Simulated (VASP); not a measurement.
Runs of VASP 6.6.1 on Si. The structure is that of space group Fd-3m (No. 227), or close to it. The cells are those of the table. 

| task | cell | smearing | gap on the mesh (eV) | pressure (GPa) |
| --- | --- | --- | --- | --- |
| single point | a = 3.879, b = 3.879, c = 3.840 Å, angles 60.3, 60.3, 59.3°, 2 atoms | fermi-dirac 0.08 eV | 0.53 | 0.1 |
| electric field gradients | a = 3.860, b = 3.860, c = 3.879 Å, angles 59.8, 59.8, 60.3°, 2 atoms | fermi-dirac 0.08 eV | 0.53 | 0.1 |
| single point | a = 3.840 Å, angles 60.0°, 2 atoms | methfessel-paxton 0.0921 eV | 0.60 | 1.9 |
| single point | a = 3.879 Å, angles 58.7°, 2 atoms | fermi-dirac 0.08 eV | (c) | 2.1 |
| single point | a = 3.783, b = 3.783, c = 3.725 Å, angles 60.5, 60.5, 59.0°, 2 atoms | fermi-dirac 0.08 eV | (a) | (b) |
| single point | a = 3.840 Å, angles 60.0°, 2 atoms | tetrahedron | 0.60 | 1.9 |
| electric field gradients | a = 3.762 Å, angles 60.0°, 2 atoms | fermi-dirac 0.08 eV | 0.47 | 8.8 |
| single point | a = 3.814 Å, angles 60.0°, 2 atoms | fermi-dirac 0.08 eV | 0.56 | 4.0 |

Alike in all rows: level PBE; potentials or basis VASP PAW PBE potentials, release 64 (Si); no spin polarisation; k mesh 11 × 11 × 11; cutoff (eV) 520.

**Question.** Fill in the values left out.

**Answer.** (a) 0.31; (b) 8.6; (c) 0.54.

A k mesh can miss the band edges.
